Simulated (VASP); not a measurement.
# MgO (F-43m) in VASP: settings compared, part 2 of 2

VASP 6.6.1.

## (3) Dielectric tensor, r2SCAN

INCAR

```
ALGO = Normal
EDIFF = 1E-8
ENCUT = 520
ISIF = 2
ISMEAR = 0
LASPH = T
LCALCEPS = T
LCHARG = F
LMIXTAU = T
LREAL = F
LWAVE = F
METAGGA = R2SCAN
NELM = 100
PREC = Accurate
SIGMA = 0.01
```

KPOINTS

```
k-points
0
Gamma
  10 10 10
```

POSCAR

```
MgO
1.0
    0.0000000000      2.3061600000      2.3061600000
    2.3061600000      0.0000000000      2.3061600000
    2.3061600000      2.3061600000      0.0000000000
Mg O
1 1
Direct
    0.5000000000      0.5000000000      0.5000000000
    0.7500000000      0.7500000000      0.7500000000
```

Potentials or basis: VASP PAW PBE potentials, release 64 (Mg, O).

Command:

```console
$ cat potpaw_PBE.64/Mg/POTCAR potpaw_PBE.64/O/POTCAR > POTCAR
$ mpirun -np 1 vasp_std > vasp.out
```

OUTCAR:

```text
EDIFF = 1E-8
   ENCUT = 520
   ISIF = 2
   ISMEAR = 0
   LASPH = T
   LREAL = F
   METAGGA = R2SCAN
   NELM = 100
   PREC = Accurate

 ion  position               nearest neighbor table
   1  0.500  0.500  0.500-   2 2.00   2 2.00   2 2.00   2 2.00
   2  0.750  0.750  0.750-   1 2.00   1 2.00   1 2.00   1 2.00

  LATTYP: Found a face centered cubic cell.
 ALAT       =     4.6123200000

  Lattice vectors:

 A1 = (   0.0000000000,   2.3061600000,   2.3061600000)
 A2 = (   2.3061600000,   0.0000000000,   2.3061600000)
 A3 = (   2.3061600000,   2.3061600000,   0.0000000000)

Analysis of symmetry for initial positions (statically):
=====================================================================
 Subroutine PRICEL returns:
 Original cell was already a primitive cell.

 Routine SETGRP: Setting up the symmetry group for a
 face centered cubic supercell.

 Subroutine GETGRP returns: Found 24 space group operations
 (whereof 24 operations were pure point group operations)
 out of a pool of 48 trial point group operations.

The static configuration has the point symmetry T_d .

Analysis of symmetry for dynamics (positions and initial velocities):
=====================================================================
 Subroutine PRICEL returns:
 Original cell was already a primitive cell.

 Routine SETGRP: Setting up the symmetry group for a
 face centered cubic supercell.

 Subroutine GETGRP returns: Found 24 space group operations
 (whereof 24 operations were pure point group operations)
 out of a pool of 48 trial point group operations.

The dynamic configuration has the point symmetry T_d .

 Subroutine INISYM returns: Found 24 space group operations
 (whereof 24 operations are pure point group operations),
 and found     1 'primitive' translations

----------------------------------------------------------------------------------------

                                     Primitive cell

  volume of cell :      24.5300

  direct lattice vectors                    reciprocal lattice vectors
     0.000000000  2.306160000  2.306160000    -0.216810629  0.216810629  0.216810629
     2.306160000  0.000000000  2.306160000     0.216810629 -0.216810629  0.216810629
     2.306160000  2.306160000  0.000000000     0.216810629  0.216810629 -0.216810629

  length of vectors
     3.261402749  3.261402749  3.261402749     0.375527025  0.375527025  0.375527025

  position of ions in fractional coordinates (direct lattice)
     0.500000000  0.500000000  0.500000000
     0.750000000  0.750000000  0.750000000

  ion indices of the primitive-cell ions
   primitive index   ion index
                 1           1
                 2           2

----------------------------------------------------------------------------------------

 KPOINTS: k-points

Automatic generation of k-mesh.
 Grid dimensions read from file:
 generate k-points for:   10   10   10

 Generating k-lattice:

  Cartesian coordinates                     Fractional coordinates (reciprocal lattice)
    -0.021681063  0.021681063  0.021681063     0.100000000  0.000000000  0.000000000
[... 78 lines left out ...]
     AMIX     =   0.40;   BMIX     =  1.00
     AMIX_MAG =   1.60;   BMIX_MAG =  1.00
  volume/ion in A,a.u.               =      12.27        82.77
  Fermi-wavevector in a.u.,A,eV,Ry     =   1.126865  2.129467 17.277028  1.269826
  Thomas-Fermi vector in A             =   2.263549
   LORBIT       =      0    0 simple, 1 ext, 2 COOP (PROOUT), +10 PAW based schemes
   METAGGA = R2SCAN    functional components
   LHFCALC =     F    Hartree Fock is set to
   AEXX    =    0.0000 exact exchange contribution
   IVDW    =     0    specifies the selected vdW correction
   LEPSILON=     F    determine dielectric tensor
   LRPA    =     F    only Hartree local field effects (RPA)
   LRPA       =     F
 non-spin polarized calculation
 Gauss-broadening in eV      SIGMA  =   0.01
  energy-cutoff  :      520.00
  volume of cell :       24.53
 maximum number of plane-waves:       678
   NGX = 13   NGY = 13   NGZ = 13

 Total electronic dipole moment: p[elc]=(    -0.00022    -0.00022    -0.00022 ) |e| Angst

 number of electron       8.0000001 magnetization

 Free energy of the ion-electron system (eV)
  ---------------------------------------------------
  ext. energy  EPLUGINS =         0.00000000
  ---------------------------------------------------
  free energy    TOTEN  =       -15.84282829 eV

  energy without entropy =      -15.84282829  energy(sigma->0) =      -15.84282829

 E-fermi :   0.2600     XC(G=0): -10.0218

 val. band max:        0.2055353821   @ k =   0.0000   0.0000   0.0000
 cond. band min:   10000.0000000000   @ k =   0.0000   0.0000   0.0000
 fundamental gap:   9999.7944646179
 Fermi energy:         0.2599538035

 k-point     1 :       0.0000    0.0000    0.0000
  band No.  band energies     occupation
      1     -16.5386      2.00000
      2       0.2054      2.00000
      3       0.2055      2.00000
      4       0.2055      2.00000
      5   10000.0000      0.00000
      6   10000.0000      0.00000
      7   10000.0000      0.00000
      8   10000.0000      0.00000
[... 243 lines left out ...]
 k-point    24 :       0.4000    0.3000    0.0000
  band No.  band energies     occupation
      1     -15.9144      2.00000
      2      -1.9846      2.00000
      3      -0.4763      2.00000
      4      -0.3584      2.00000
      5   10000.0000      0.00000
      6   10000.0000      0.00000
      7   10000.0000      0.00000
      8   10000.0000      0.00000

 [... further k-points ...]

------------------------ aborting loop because EDIFF is reached ----------------------------------------

            Ionic dipole moment: p[ion]=(   -11.53080   -11.53080   -11.53080 ) |e| Angst

 Total electronic dipole moment: p[elc]=(    -0.00022    -0.00022     0.00225 ) |e| Angst

 MACROSCOPIC STATIC DIELECTRIC TENSOR (including local field effects)
 ------------------------------------------------------
           2.828260    -0.000000    -0.000000
           0.000000     2.828260     0.000000
           0.000000    -0.000000     2.828260
 ------------------------------------------------------

 PIEZOELECTRIC TENSOR (including local field effects) (e Angst)
          XX          YY          ZZ          XY          YZ          ZX
  --------------------------------------------------------------------------------
  x    -0.00000     0.00000     0.00000    -0.00000    -0.29708     0.00000
  y     0.00000     0.00000     0.00000     0.00000     0.00000    -0.29708
  z     0.00000     0.00000     0.00000    -0.29708    -0.00000     0.00000

 PIEZOELECTRIC TENSOR (including local field effects) (C/m^2)
          XX          YY          ZZ          XY          YZ          ZX
  --------------------------------------------------------------------------------
  x    -0.00000     0.00000     0.00000    -0.00000    -0.19404     0.00000
  y     0.00000     0.00000     0.00000     0.00000     0.00000    -0.19404
  z     0.00000     0.00000     0.00000    -0.19404    -0.00000     0.00000

 BORN EFFECTIVE CHARGES (including local field effects) (in |e|, cummulative output)
 ---------------------------------------------------------------------------------
 ion    1
    1     1.83270    -0.00000    -0.00000
    2     0.00000     1.83270     0.00000
    3     0.00000     0.00000     1.83270
 ion    2
    1    -1.83270    -0.00000     0.00000
    2    -0.00000    -1.83270     0.00000
    3    -0.00000     0.00000    -1.83270

  FORCE on cell =-STRESS in cart. coord.  units (eV):
  Direction    XX          YY          ZZ          XY          YZ          ZX
  --------------------------------------------------------------------------------------
  -------------------------------------------------------------------------------------
  Total       -0.6606335     -0.6606335     -0.6606335      0.0000000      0.0000000     -0.0000000
  in kB      -43.1492152    -43.1492152    -43.1492152      0.0000000      0.0000000     -0.0000000
  external PRESSURE =     -43.1492152 kB  Pullay stress =       0.0000000 kB

 VOLUME and BASIS-vectors are now :
 -----------------------------------------------------------------------------
  energy-cutoff  :      520.00
  volume of cell :       24.53
      direct lattice vectors                 reciprocal lattice vectors
     0.000000000  2.306160000  2.306160000    -0.216810629  0.216810629  0.216810629
     2.306160000  0.000000000  2.306160000     0.216810629 -0.216810629  0.216810629
     2.306160000  2.306160000  0.000000000     0.216810629  0.216810629 -0.216810629

 POSITION                                       TOTAL-FORCE (eV/Angst)
 -----------------------------------------------------------------------------------
      2.30616      2.30616      2.30616         0.000000      0.000000      0.000000
      3.45924      3.45924      3.45924        -0.000000     -0.000000     -0.000000
 -----------------------------------------------------------------------------------
    total drift:                               -0.000001     -0.000001     -0.000001

  FREE ENERGIE OF THE ION-ELECTRON SYSTEM (eV)
  ---------------------------------------------------
  free  energy   TOTEN  =       -15.8428282913 eV

  energy  without entropy=      -15.8428282913  energy(sigma->0) =      -15.84282829
```

It took 9.7 min on 1 thread of Intel Xeon 6975P-C (Granite Rapids), shared host; peak memory 0.39 GiB.

Results:

- Band gap on the k mesh: 4.14 eV, direct
- Electronic dielectric tensor (diagonal): 2.83
- Born charges (mean of the diagonal): Mg +1.83; O -1.83 e

Levels at points of the mesh, in eV from the valence-band top:
```
           k point  band 1  band 2  band 3  band 4  band 5  band 6  band 7  band 8
(0.00, 0.00, 0.00)  -16.74    0.00    0.00    0.00    4.14   17.56   17.56   17.56
(0.50, 0.00, 0.00)  -16.14   -2.93   -0.18   -0.18    9.39   10.28   15.30   15.30
(0.50, 0.50, 0.00)  -15.96   -2.43   -0.73   -0.73    6.86   12.30   14.86   17.42
```

Electronic dielectric tensor:
```
2.83 0.00 0.00
0.00 2.83 0.00
0.00 0.00 2.83
```

Born effective charge tensors (e):
atom 1, Mg
```
1.83 0.00 0.00
0.00 1.83 0.00
0.00 0.00 1.83
```
atom 2, O
```
-1.83  0.00  0.00
 0.00 -1.83  0.00
 0.00  0.00 -1.83
```

Dipole moments of the cell (e·Å, modulo the quantum): ionic -11.531, -11.531, -11.531; electronic 0.000, 0.000, 0.002

Caveat: the PAW data sets were made with another functional, which shifts forces and pressure a little. r2SCAN opens gaps a little over a GGA but as a rule still falls short of measured ones.
